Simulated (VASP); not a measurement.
Here is a VASP 6.6.1 calculation.

Contents of INCAR:

```
SYSTEM = Bi
ALGO = Fast
EDIFF = 1E-6
ENCUT = 520
GGA = PS
ISIF = 2
ISMEAR = -1
LASPH = .True.
LCHARG = .False.
LREAL = .False.
LWAVE = .False.
NBANDS = 22
NELM = 100
PREC = Accurate
SIGMA = 0.05
```

File KPOINTS:

```
k-points
0
Gamma
  8 8 4
  0 0 0
```

The input POSCAR:

```
Bi
1.0
    3.1946090396      0.0000000000      0.0000000000
    0.0000000000      3.1781022620      0.0000000000
   -0.0793675179      0.0000000000      6.3567985340
Bi
2
Direct
    0.5442472500      0.0000000000      0.7495778900
    0.4557527500      0.0000000000      0.2504221100
```

Potentials or basis: VASP PAW PBE potentials, release 64 (Bi_d).

Command:

```bash
$ cat potpaw_PBE.64/Bi_d/POTCAR > POTCAR
$ mpirun -np 1 vasp_std > vasp.out
```

(1) Predict the pressure.

(2) Estimate the largest force.

(3) Predict the band gap on the k mesh.

Results:

(1) 1.8 GPa.

(2) 0.017 eV/Å.

(3) zero (band 15 reaches 11.19 eV, above the bottom of band 16 at 4.62 eV).

Caveat: the PAW data sets were made with another functional, which shifts forces and pressure a little; spin-orbit coupling is left out, which moves the levels of the heavy elements.
